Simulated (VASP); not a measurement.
# Ge (P6_3/mmc) in VASP: relaxation of cell and atoms with PBE

Aim: the relaxation of cell and atoms of Ge with PBE.

Everything below comes from runs of VASP 6.6.1. Logs are shortened: lines on timing, memory, paths and dates and some standing lists are left out, and cuts for length are marked.

### 1 The cell of the first run

It takes space group P6_3/mmc (No. 194, hexagonal). The conventional cell has a = 4.058 Å, b = 4.058 Å, c = 6.695 Å, α = 90.00°, β = 90.00°, γ = 120.00°. Ge (site symmetry 3m) has 4 Ge at 2.49 to 2.51 Å within 3.3 Å.

This isn't the form of Ge at room conditions, which is diamond.

### 2 Relaxation of cell and atoms, PBE

File INCAR:

```
ALGO     = Fast           # electronic algorithm
EDIFF    = 1E-6           # SCF threshold, eV
EDIFFG   = -0.01          # ionic threshold
ENCUT    = 600            # plane-wave cutoff, eV
GGA      = PE             # functional
IBRION   = 2              # ionic algorithm
ISIF     = 3              # what is computed and relaxed
ISMEAR   = 0              # smearing method
LASPH    = T              # aspherical terms in the spheres
LCHARG   = F              # write CHGCAR
LREAL    = F              # projectors in reciprocal space
LWAVE    = F              # write WAVECAR
NELM     = 60             # most SCF steps
NSW      = 100            # ionic steps
PREC     = Accurate       # precision mode
SIGMA    = 0.1            # smearing width, eV
```

File KPOINTS:

```
k-points
0
Gamma
  15 15 8
```

File POSCAR:

```
Ge
1.0
    4.0578204971      0.0000000000      0.0000000000
   -2.0289102486      3.5141756344      0.0000000000
    0.0000000000      0.0000000000      6.6949995073
Ge
4
Direct
    0.6666666667      0.3333333333      0.0628531595
    0.3333333333      0.6666666667      0.5628531595
    0.6666666667      0.3333333333      0.4371468405
    0.3333333333      0.6666666667      0.9371468405
```

Potentials or basis: VASP PAW PBE potentials, release 64 (Ge_d).

On the command line:

```sh
$ cat potpaw_PBE.64/Ge_d/POTCAR > POTCAR
$ mpirun -np 1 vasp_std > vasp.out
```

OUTCAR:

```text
EDIFF = 1E-6
   EDIFFG = -0.01
   ENCUT = 600
   GGA = PE
   IBRION = 2
   ISIF = 3
   ISMEAR = 0
   LASPH = T
   LREAL = F
   NELM = 60
   NSW = 100
   PREC = Accurate

 ion  position               nearest neighbor table
   1  0.667  0.333  0.063-   4 2.49   4 2.49   4 2.49   3 2.51
   2  0.333  0.667  0.563-   3 2.49   3 2.49   3 2.49   4 2.51
   3  0.667  0.333  0.437-   2 2.49   2 2.49   2 2.49   1 2.51
   4  0.333  0.667  0.937-   1 2.49   1 2.49   1 2.49   2 2.51

  LATTYP: Found a hexagonal cell.
 ALAT       =     4.0578204971
 C/A-ratio  =     1.6499003621

  Lattice vectors:

 A1 = (   4.0578204971,   0.0000000000,   0.0000000000)
 A2 = (  -2.0289102486,   3.5141756344,   0.0000000000)
 A3 = (   0.0000000000,   0.0000000000,   6.6949995073)

Analysis of symmetry for initial positions (statically):
=====================================================================
 Subroutine PRICEL returns:
 Original cell was already a primitive cell.

 Routine SETGRP: Setting up the symmetry group for a
 hexagonal supercell.

 Subroutine GETGRP returns: Found 24 space group operations
 (whereof 12 operations were pure point group operations)
 out of a pool of 24 trial point group operations.

The static configuration has the point symmetry D_3d.
 The point group associated with its full space group is D_6h.

Analysis of symmetry for dynamics (positions and initial velocities):
=====================================================================
 Subroutine PRICEL returns:
 Original cell was already a primitive cell.

 Routine SETGRP: Setting up the symmetry group for a
 hexagonal supercell.

 Subroutine GETGRP returns: Found 24 space group operations
 (whereof 12 operations were pure point group operations)
 out of a pool of 24 trial point group operations.

The dynamic configuration has the point symmetry D_3d.
 The point group associated with its full space group is D_6h.

 Subroutine INISYM returns: Found 24 space group operations
 (whereof 12 operations are pure point group operations),
 and found     1 'primitive' translations

----------------------------------------------------------------------------------------

                                     Primitive cell

  volume of cell :      95.4700

  direct lattice vectors                    reciprocal lattice vectors
     4.057820497  0.000000000  0.000000000     0.246437712  0.142280880  0.000000000
[... 98 lines left out ...]
   POTIM  = 0.5000    time-step for ionic-motion
   TEBEG  =    0.0;   TEEND  =   0.0 temperature during run
   PSTRESS=    0.0 pullay stress
   NELECT =      56.0000    total number of electrons
   NUPDOWN=      -1.0000    fix difference up-down
   EMIN   =  10.00;   EMAX   =-10.00  energy-range for DOS
   EFERMI =   0.00;   METHOD = LEGACY
   ISMEAR =     0;   SIGMA  =   0.10  broadening in eV -4-tet -1-fermi 0-gaus
   EFERMI_NEDOS =   21; number of points for ismear=-14 and -15
   IALGO  =     68    algorithm
   IMIX   =      4    mixing-type and parameters
     AMIX     =   0.40;   BMIX     =  1.00
     AMIX_MAG =   1.60;   BMIX_MAG =  1.00
  volume/ion in A,a.u.               =      23.87       161.07
  Fermi-wavevector in a.u.,A,eV,Ry     =   1.370404  2.589688 25.551831  1.878007
  Thomas-Fermi vector in A             =   2.496193
   LORBIT       =      0    0 simple, 1 ext, 2 COOP (PROOUT), +10 PAW based schemes
   GGA     = PE    functional components
   LHFCALC =     F    Hartree Fock is set to
   AEXX    =    0.0000 exact exchange contribution
   IVDW    =     0    specifies the selected vdW correction
   LEPSILON=     F    determine dielectric tensor
   LRPA    =     F    only Hartree local field effects (RPA)
 conjugate gradient relaxation of ions
 non-spin polarized calculation
 RMM-DIIS sequential band-by-band and
 Gauss-broadening in eV      SIGMA  =   0.10
  energy-cutoff  :      600.00
  volume of cell :       95.47
 maximum number of plane-waves:      3210
   NGX = 17   NGY = 17   NGZ = 27

--------------------------------------- Ionic step        1  -------------------------------------------

 number of electron      55.9999998 magnetization

 Free energy of the ion-electron system (eV)
  ---------------------------------------------------
  ext. energy  EPLUGINS =         0.00000000
  ---------------------------------------------------
  free energy    TOTEN  =       -18.00332332 eV

  energy without entropy =      -18.00286037  energy(sigma->0) =      -18.00309184

------------------------ aborting loop because EDIFF is reached ----------------------------------------

  FORCE on cell =-STRESS in cart. coord.  units (eV):
  Direction    XX          YY          ZZ          XY          YZ          ZX
  --------------------------------------------------------------------------------------
  -------------------------------------------------------------------------------------
  Total       -0.0693218     -0.0693218     -0.0586080      0.0000000      0.0000000      0.0000000
  in kB       -1.1633580     -1.1633580     -0.9835588      0.0000000      0.0000000      0.0000000
  external PRESSURE =      -1.1034249 kB  Pullay stress =       0.0000000 kB
[... 63 lines left out ...]
--------------------------------------- Ionic step        3  -------------------------------------------

 number of electron      55.9999997 magnetization

 Free energy of the ion-electron system (eV)
  ---------------------------------------------------
  ext. energy  EPLUGINS =         0.00000000
  ---------------------------------------------------
  free energy    TOTEN  =       -18.00333334 eV

  energy without entropy =      -18.00287091  energy(sigma->0) =      -18.00310213

 E-fermi :   4.5886     XC(G=0):  -9.6756

 val. band max:        4.5592516506   @ k =   0.0000   0.0000   0.1250
 cond. band min:       4.6564205984   @ k =   0.0000   0.0000   0.0000
 fundamental gap:      0.0971689479
 Fermi energy:         4.5885975237

 k-point     1 :       0.0000    0.0000    0.0000
  band No.  band energies     occupation
      1     -20.2823      2.00000
      2     -20.2823      2.00000
      3     -20.2486      2.00000
      4     -20.2486      2.00000
      5     -20.2486      2.00000
      6     -20.2363      2.00000
[... 853 lines left out ...]
     32       9.5722      0.00000
     33       9.6551      0.00000

 [... further k-points ...]

------------------------ aborting loop because EDIFF is reached ----------------------------------------

  FORCE on cell =-STRESS in cart. coord.  units (eV):
  Direction    XX          YY          ZZ          XY          YZ          ZX
  --------------------------------------------------------------------------------------
  -------------------------------------------------------------------------------------
  Total       -0.0113536     -0.0113536     -0.0120487      0.0000000      0.0000000      0.0000000
  in kB       -0.1907065     -0.1907065     -0.2023829      0.0000000      0.0000000      0.0000000
  external PRESSURE =      -0.1945986 kB  Pullay stress =       0.0000000 kB
[... 19 lines left out ...]
  FREE ENERGIE OF THE ION-ELECTRON SYSTEM (eV)
  ---------------------------------------------------
  free  energy   TOTEN  =       -18.0033333420 eV

  energy  without entropy=      -18.0028709100  energy(sigma->0) =      -18.00310213

 reached required accuracy - stopping structural energy minimisation
```

OSZICAR:

```text
N       E                     dE             d eps       ncg     rms          rms(c)
DAV:   1     0.513413110089E+03    0.51341E+03   -0.31385E+04  9997   0.497E+03
DAV:   2     0.701773077858E+02   -0.44324E+03   -0.43675E+03  8910   0.893E+02
DAV:   3    -0.134624749567E+02   -0.83640E+02   -0.82667E+02 10192   0.226E+02
[... 23 lines left out ...]
RMM:   3    -0.180033450928E+02    0.31150E-03   -0.83365E-04  9952   0.328E-01    0.203E-02
RMM:   4    -0.180033322009E+02    0.12892E-04   -0.15039E-04 10536   0.121E-01    0.172E-02
RMM:   5    -0.180033361762E+02   -0.39754E-05   -0.45350E-05 11757   0.485E-02    0.947E-03
RMM:   6    -0.180033328790E+02    0.32972E-05   -0.11269E-05  9577   0.441E-02    0.444E-03
RMM:   7    -0.180033333420E+02   -0.46299E-06   -0.18601E-06  5578   0.154E-02
   3 F= -.18003333E+02 E0= -.18003102E+02  d E =-.100232E-04
```

Run time: 19 min. Hardware: 1 thread of Oxide Virtual Turin-like, shared host; peak memory 0.46 GiB.

What came out:

```
Free energy                           : -18.0033 eV
Relaxed volume                        : 23.85 Å³/atom
Relaxed cell                          : a = 4.057 Å, b = 4.057 Å, c = 6.693 Å, α = 90.00°, β = 90.00°, γ = 120.00°
Space group after relaxing (to 0.1 Å) : P6_3/mmc (No. 194)
Energy gained by relaxing             : 0.0 meV/atom
Ionic steps                           : 3
Pressure after relaxing               : 0.0 GPa
Largest force after relaxing          : 0.007 eV/Å
Band gap on the k mesh                : zero (filled and empty bands overlap)
```

Forces in eV/Å, atoms in the order of the input:
```
Ge   0.000  0.000 -0.007
Ge   0.000  0.000 -0.007
Ge   0.000  0.000  0.007
Ge   0.000  0.000  0.007
```

Final structure:
```yaml
crystal:
  lattice:
    - [4.05654, 0.00000, 0.00000]
    - [-2.02827, 3.51307, 0.00000]
    - [0.00000, 0.00000, 6.69322]
  atoms:
    - { symbol: Ge, position: [0.66667, 0.33333, 0.06283] }
    - { symbol: Ge, position: [0.33333, 0.66667, 0.56283] }
    - { symbol: Ge, position: [0.66667, 0.33333, 0.43717] }
    - { symbol: Ge, position: [0.33333, 0.66667, 0.93717] }
```

Levels at points of the mesh, in eV from the Fermi level:
| k point | band 25 | band 26 | band 27 | band 28 | band 29 | band 30 | band 31 | band 32 |
| --- | --- | --- | --- | --- | --- | --- | --- | --- |
| (0.00, 0.00, 0.00) | -1.45 | -0.44 | -0.23 | -0.18 | 0.07 | 0.07 | 2.23 | 2.23 |
| (0.00, 0.00, 0.50) | -0.85 | -0.85 | -0.85 | -0.85 | 0.51 | 0.51 | 3.29 | 3.29 |

Caveat: semilocal functionals underestimate gaps, so a narrow gap can read as zero.
